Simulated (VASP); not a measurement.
# Ce (Cmcm) in VASP: electric field gradients with r2SCAN

Aim: the electric field gradients of Ce with r2SCAN.

Program: VASP 6.6.1. These are calculated values, not measurements. Logs are shortened: lines on timing, memory, paths and dates and some standing lists are left out, and cuts for length are marked.

## (1) The cell of the first run

It takes space group Cmcm (No. 63, orthorhombic). The conventional cell has a = 3.192 Å, b = 6.254 Å, c = 5.290 Å, α = 90.00°, β = 90.00°, γ = 90.00°. Ce (site symmetry m2m) has 12 Ce at 2.91 to 3.63 Å within 3.8 Å.

## (2) Electric field gradients, r2SCAN (26.40 Å³/atom)

POSCAR reads:

```
Ce
1.0
    1.5958422603     -3.1269076371      0.0000000000
    1.5958422603      3.1269076371      0.0000000000
    0.0000000000      0.0000000000      5.2896871118
Ce
2
Direct
    0.9031467200      0.0968532800      0.7500000000
    0.0968532800      0.9031467200      0.2500000000
```

INCAR.step1 reads:

```
SYSTEM = Ce
PREC = Accurate ; ENCUT = 520
ISMEAR = -1 ; SIGMA = 0.05
LREAL = .False. ; LASPH = .True.
NELM = 100 ; NBANDS = 19
GGA = PE ; ALGO = Normal
EDIFF = 1E-4 ; LWAVE = .True.
LCHARG = .False.
```

INCAR.step2 reads:

```
SYSTEM = Ce
PREC = Accurate ; ENCUT = 520
EDIFF = 1E-8 ; ISMEAR = -1
SIGMA = 0.05 ; LREAL = .False.
LASPH = .True. ; NELM = 100
ALGO = Normal ; ISIF = 2
LWAVE = .False. ; LCHARG = .False.
METAGGA = R2SCAN ; LMIXTAU = .True.
LEFG = .True. ; NBANDS = 19
ISTART = 1
```

KPOINTS reads:

```
regular mesh
0
Gamma
  12 12 7
  0 0 0
```

Potentials or basis: VASP PAW PBE potentials, release 64 (Ce).

Run with:

```sh
$ cat potpaw_PBE.64/Ce/POTCAR > POTCAR
$ cp INCAR.step1 INCAR
$ mpirun -np 1 vasp_std > vasp.out
$ cp INCAR.step2 INCAR
$ mpirun -np 1 vasp_std > vasp.out
```

OUTCAR:

```text
SYSTEM = Ce
   PREC = Accurate
   ENCUT = 520
   EDIFF = 1E-8
   ISMEAR = -1
   LREAL = .False.
   LASPH = .True.
   NELM = 100
   ISIF = 2
   METAGGA = R2SCAN
   ISTART = 1

 ion  position               nearest neighbor table
   1  0.903  0.097  0.750-   2 2.91   2 2.91
   2  0.097  0.903  0.250-   1 2.91   1 2.91

  LATTYP: Found a base centered orthorhombic cell.
 ALAT       =     3.1916845206
 B/A-ratio  =     1.9594089685
 C/A-ratio  =     1.6573339494

  Lattice vectors:

 A1 = (   1.5958422603,  -3.1269076371,   0.0000000000)
 A2 = (   1.5958422603,   3.1269076371,   0.0000000000)
 A3 = (   0.0000000000,   0.0000000000,   5.2896871118)

Analysis of symmetry for initial positions (statically):
=====================================================================
 Subroutine PRICEL returns:
 Original cell was already a primitive cell.

 Routine SETGRP: Setting up the symmetry group for a
 base centered orthorhombic supercell.

 Subroutine GETGRP returns: Found  8 space group operations
 (whereof  4 operations were pure point group operations)
 out of a pool of  8 trial point group operations.

The static configuration has the point symmetry C_2h.
 The point group associated with its full space group is D_2h.

Analysis of symmetry for dynamics (positions and initial velocities):
=====================================================================
 Subroutine PRICEL returns:
 Original cell was already a primitive cell.

 Routine SETGRP: Setting up the symmetry group for a
 base centered orthorhombic supercell.

 Subroutine GETGRP returns: Found  8 space group operations
 (whereof  4 operations were pure point group operations)
 out of a pool of  8 trial point group operations.

The dynamic configuration has the point symmetry C_2h.
 The point group associated with its full space group is D_2h.

 Subroutine INISYM returns: Found  8 space group operations
 (whereof  4 operations are pure point group operations),
 and found     1 'primitive' translations

----------------------------------------------------------------------------------------

                                     Primitive cell

  volume of cell :      52.7916

  direct lattice vectors                    reciprocal lattice vectors
     1.595842260 -3.126907637  0.000000000     0.313314174 -0.159902389  0.000000000
     1.595842260  3.126907637  0.000000000     0.313314174  0.159902389  0.000000000
     0.000000000  0.000000000  5.289687112     0.000000000  0.000000000  0.189047098

  length of vectors
     3.510593097  3.510593097  5.289687112     0.351759215  0.351759215  0.189047098

  position of ions in fractional coordinates (direct lattice)
     0.903146720  0.096853280  0.750000000
     0.096853280  0.903146720  0.250000000

  ion indices of the primitive-cell ions
   primitive index   ion index
                 1           1
                 2           2

----------------------------------------------------------------------------------------

 KPOINTS: regular mesh

Automatic generation of k-mesh.
 Grid dimensions read from file:
 generate k-points for:   12   12    7

 Generating k-lattice:

  Cartesian coordinates                     Fractional coordinates (reciprocal lattice)
     0.026109515 -0.013325199  0.000000000     0.083333333  0.000000000  0.000000000
     0.026109515  0.013325199  0.000000000     0.000000000  0.083333333  0.000000000
     0.000000000  0.000000000  0.027006728     0.000000000  0.000000000  0.142857143

  Length of vectors
     0.029313268  0.029313268  0.027006728

  Shift w.r.t. Gamma in fractional coordinates (k-lattice)
     0.000000000  0.000000000  0.000000000

 Subroutine IBZKPT returns following result:
 ===========================================

 Found    172 irreducible k-points:

 Following reciprocal coordinates:
            Coordinates               Weight
  0.000000  0.000000  0.000000      1.000000
  0.083333  0.000000  0.000000      4.000000
  0.166667 -0.000000  0.000000      4.000000
  0.250000 -0.000000  0.000000      4.000000
  0.333333 -0.000000  0.000000      4.000000
  0.416667 -0.000000  0.000000      4.000000
[... 16 lines left out ...]
  0.500000  0.166667  0.000000      4.000000
 -0.416667  0.166667  0.000000      4.000000
 [... further k-points ...]
   k-points           NKPTS =    172   k-points in BZ     NKDIM =    172   number of bands    NBANDS=     19
   number of dos      NEDOS =    301   number of ions     NIONS =      2
   total plane-waves  NPLWV =  31360
   dimension x,y,z NGX =    28 NGY =   28 NGZ =   40
   dimension x,y,z NGXF=    56 NGYF=   56 NGZF=   80
   ions per type =               2
   NGX,Y,Z   is equivalent  to a cutoff of  13.26, 13.26, 12.57 a.u.
   NGXF,Y,Z  is equivalent  to a cutoff of  26.52, 26.52, 25.14 a.u.
 SYSTEM =  Ce
   PREC   = accura    normal or accurate (medium, high low for compatibility)
   ISTART =      1    job   : 0-new  1-cont  2-samecut
   ICHARG =      0    charge: 1-file 2-atom 10-const
   ISPIN  =      1    spin polarized calculation?
   LNONCOLLINEAR =      F non collinear calculations
   LSORBIT =      F    spin-orbit coupling
   LASPH  =      T    aspherical Exc in radial PAW
   ENCUT  =  520.0 eV  38.22 Ry    6.18 a.u.   6.53  6.53  9.84*2*pi/ulx,y,z
   NELM   =    100;   NELMIN=  2; NELMDL=  0     # of ELM steps
   EDIFF  = 0.1E-07   stopping-criterion for ELM
   LREAL  =      F    real-space projection
   EDIFFG = 0.1E-06   stopping-criterion for IOM
   NSW    =      0    number of steps for IOM
   IBRION =     -1    ionic relax: 0-MD 1-quasi-New 2-CG
   NFREE  =      0    steps in history (QN), initial steepest desc. (CG)
   ISIF   =      2    stress and relaxation
   ISYM   =      2    0-nonsym 1-usesym 2-fastsym
   POTIM  = 0.5000    time-step for ionic-motion
   TEBEG  =    0.0;   TEEND  =   0.0 temperature during run
   PSTRESS=    0.0 pullay stress
   NELECT =      24.0000    total number of electrons
   NUPDOWN=      -1.0000    fix difference up-down
   EMIN   =  10.00;   EMAX   =-10.00  energy-range for DOS
   EFERMI =   0.00;   METHOD = LEGACY
   ISMEAR =    -1;   SIGMA  =   0.05  broadening in eV -4-tet -1-fermi 0-gaus
   EFERMI_NEDOS =   21; number of points for ismear=-14 and -15
   IALGO  =     38    algorithm
   IMIX   =      4    mixing-type and parameters
     AMIX     =   0.40;   BMIX     =  1.00
     AMIX_MAG =   1.60;   BMIX_MAG =  1.00
  volume/ion in A,a.u.               =      26.40       178.13
  Fermi-wavevector in a.u.,A,eV,Ry     =   1.258801  2.378788 21.559503  1.584579
  Thomas-Fermi vector in A             =   2.392392
   LORBIT       =      0    0 simple, 1 ext, 2 COOP (PROOUT), +10 PAW based schemes
   METAGGA = R2SCAN    functional components
   LHFCALC =     F    Hartree Fock is set to
   AEXX    =    0.0000 exact exchange contribution
   IVDW    =     0    specifies the selected vdW correction
   LEPSILON=     F    determine dielectric tensor
   LRPA    =     F    only Hartree local field effects (RPA)
 non-spin polarized calculation
  energy-cutoff  :      520.00
  volume of cell :       52.79
 maximum number of plane-waves:      1445
 NGX is ok and might be reduce to    28
   NGX = 13   NGY = 13   NGZ = 19

 number of electron      24.0000000 magnetization

 Free energy of the ion-electron system (eV)
  ---------------------------------------------------
  ext. energy  EPLUGINS =         0.00000000
  ---------------------------------------------------
  free energy    TOTEN  =       -61.61306878 eV

  energy without entropy =      -61.57187204  energy(sigma->0) =      -61.59247041

 E-fermi :   9.3725     XC(G=0): -12.1440

 val. band max:        9.3701258008   @ k =   0.1667   0.1667   0.0000
 cond. band min:       9.3774588231   @ k =   0.0000   0.0000   0.0000
 fundamental gap:      0.0073330222
 Fermi energy:         9.3725496978

 k-point     1 :       0.0000    0.0000    0.0000
  band No.  band energies     occupation
      1     -26.8042      2.00000
      2     -25.9421      2.00000
      3     -10.8156      2.00000
      4      -8.0945      2.00000
      5      -7.5324      2.00000
      6      -7.5188      2.00000
[... 11 lines left out ...]
     18      10.1936      0.00000
     19      10.2507      0.00000

 k-point     2 :       0.0833    0.0000    0.0000
  band No.  band energies     occupation
      1     -26.7737      2.00000
      2     -25.9204      2.00000
      3     -10.7702      2.00000
      4      -8.1371      2.00000
      5      -7.7290      2.00000
      6      -7.5733      2.00000
[... 11 lines left out ...]
     18      10.2145      0.00000
     19      10.2539      0.00000

 k-point     3 :       0.1667   -0.0000    0.0000
  band No.  band energies     occupation
      1     -26.6889      2.00000
      2     -25.8616      2.00000
      3     -10.6425      2.00000
      4      -8.3949      2.00000
      5      -8.1223      2.00000
      6      -7.7912      2.00000
[... 11 lines left out ...]
     18      10.1555      0.00000
     19      10.3076      0.00000

 k-point     4 :       0.2500   -0.0000    0.0000
  band No.  band energies     occupation
      1     -26.5693      2.00000
      2     -25.7802      2.00000
      3     -10.4584      2.00000
      4      -9.0377      2.00000
      5      -8.4297      2.00000
      6      -8.1542      2.00000
[... 11 lines left out ...]
     18      10.1508      0.00000
     19      10.3460      0.00000

 k-point     5 :       0.3333   -0.0000    0.0000
  band No.  band energies     occupation
      1     -26.4444      2.00000
      2     -25.6984      2.00000
      3     -10.2611      2.00000
      4      -9.6607      2.00000
      5      -8.9008      2.00000
      6      -8.2903      2.00000
[... 11 lines left out ...]
     18      10.1793      0.00000
     19      10.3109      0.00000
[... 334 lines left out ...]
      2     -25.6159      2.00000
      3     -10.1176      2.00000
      4     -10.0491      2.00000
      5      -9.3565      2.00000
      6      -8.4538      2.00000
[... 11 lines left out ...]
     18      10.2381      0.00000
     19      10.2889      0.00000

 k-point    22 :       0.4167    0.1667    0.0000
  band No.  band energies     occupation
      1     -26.2993      2.00000
      2     -25.6292      2.00000
      3     -10.0840      2.00000
      4      -9.9934      2.00000
      5      -9.2609      2.00000
      6      -8.6263      2.00000
[... 11 lines left out ...]
     18      10.2682      0.00000
     19      10.3066      0.00000

 k-point    23 :       0.5000    0.1667    0.0000
  band No.  band energies     occupation
      1     -26.3464      2.00000
      2     -25.6798      2.00000
      3     -10.0419      2.00000
      4      -9.8010      2.00000
      5      -8.9940      2.00000
      6      -8.7023      2.00000
[... 11 lines left out ...]
     18      10.2160      0.00000
     19      10.3104      0.00000

 k-point    24 :      -0.4167    0.1667    0.0000
  band No.  band energies     occupation
      1     -26.4412      2.00000
      2     -25.7531      2.00000
      3     -10.1791      2.00000
      4      -9.3503      2.00000
      5      -8.8537      2.00000
      6      -8.4356      2.00000
[... 11 lines left out ...]
     18      10.1952      0.00000
     19      10.2779      0.00000

 [... further k-points ...]

------------------------ aborting loop because EDIFF is reached ----------------------------------------

  FORCE on cell =-STRESS in cart. coord.  units (eV):
  Direction    XX          YY          ZZ          XY          YZ          ZX
  --------------------------------------------------------------------------------------
  -------------------------------------------------------------------------------------
  Total       -0.6045152     -0.5852244     -0.8211179      0.0000000     -0.0000000      0.0000000
  in kB      -18.3464824    -17.7610250    -24.9201766      0.0000000     -0.0000000      0.0000000
  external PRESSURE =     -20.3425613 kB  Pullay stress =       0.0000000 kB

 VOLUME and BASIS-vectors are now :
 -----------------------------------------------------------------------------
  energy-cutoff  :      520.00
  volume of cell :       52.79
      direct lattice vectors                 reciprocal lattice vectors
     1.595842260 -3.126907637  0.000000000     0.313314174 -0.159902389  0.000000000
     1.595842260  3.126907637  0.000000000     0.313314174  0.159902389  0.000000000
     0.000000000  0.000000000  5.289687112     0.000000000  0.000000000  0.189047098

 POSITION                                       TOTAL-FORCE (eV/Angst)
 -----------------------------------------------------------------------------------
      1.59584     -2.52121      3.96727         0.000000      0.006486      0.000000
      1.59584      2.52121      1.32242         0.000000     -0.006486     -0.000000
 -----------------------------------------------------------------------------------
    total drift:                                0.000000     -0.000000      0.000000

  FREE ENERGIE OF THE ION-ELECTRON SYSTEM (eV)
  ---------------------------------------------------
  free  energy   TOTEN  =       -61.6130687798 eV

  energy  without entropy=      -61.5718720425  energy(sigma->0) =      -61.59247041

 Electric field gradients (V/A^2)
---------------------------------------------------------------------
 ion       V_xx      V_yy      V_zz      V_xy      V_xz      V_yz
---------------------------------------------------------------------
   1      24.396   -74.188    49.792    -0.000     0.000    -0.000
   2      24.396   -74.188    49.792    -0.000    -0.000     0.000
---------------------------------------------------------------------

 Electric field gradients after diagonalization (V/A^2)
 (convention: |V_zz| > |V_xx| > |V_yy|)
----------------------------------------------------------------------
 ion       V_xx      V_yy      V_zz     asymmetry (V_yy - V_xx)/ V_zz
----------------------------------------------------------------------
   1      49.792    24.396   -74.188       0.342
   2      49.792    24.396   -74.188       0.342
----------------------------------------------------------------------

           NMR quadrupolar parameters

 Cq : quadrupolar parameter    Cq=e*Q*V_zz/h
 eta: asymmetry parameters     (V_yy - V_xx)/ V_zz
 Q  : nuclear electric quadrupole moment in mb (millibarn)
----------------------------------------------------------------------
 ion       Cq(MHz)       eta       Q (mb)
----------------------------------------------------------------------
   1      -0.179       0.342       1.000
   2      -0.179       0.342       1.000
----------------------------------------------------------------------
```

Wall time 26 min (1 thread of Intel Xeon 8259CL, shared host); peak memory 0.32 GiB.

Results:

```yaml
Free_energy: -61.6131 eV
Pressure: -2.0 GPa
Largest_force: 0.006 eV/Å
Band_gap_on_the_k_mesh: zero (bands 12 and 13 overlap by 0.87 eV)
Largest_electric_field_gradient_by_atom: Ce -74.2 V/Å²
```

Forces on the atoms (eV/Å):
```
Ce   0.000  0.006  0.000
Ce   0.000 -0.006  0.000
```

Stress tensor (GPa, compression positive):
```
-1.83  0.00  0.00
 0.00 -1.78  0.00
 0.00  0.00 -2.49
```

Electric field gradients, principal values (V/Å²):
| atom | least | middle | greatest (by size) |
| --- | --- | --- | --- |
| 1 Ce | 24.396 | 49.792 | -74.188 |
| 2 Ce | 24.396 | 49.792 | -74.188 |

Caveat: without QUAD_EFG the Cq values of the log hold for a quadrupole moment of 1 mb, not for the nuclei; the PAW data sets were made with another functional, which shifts forces and pressure a little; spin-orbit coupling is left out, which moves the levels of the heavy elements; semilocal functionals describe open f shells poorly, which spoils levels, moments and volumes.
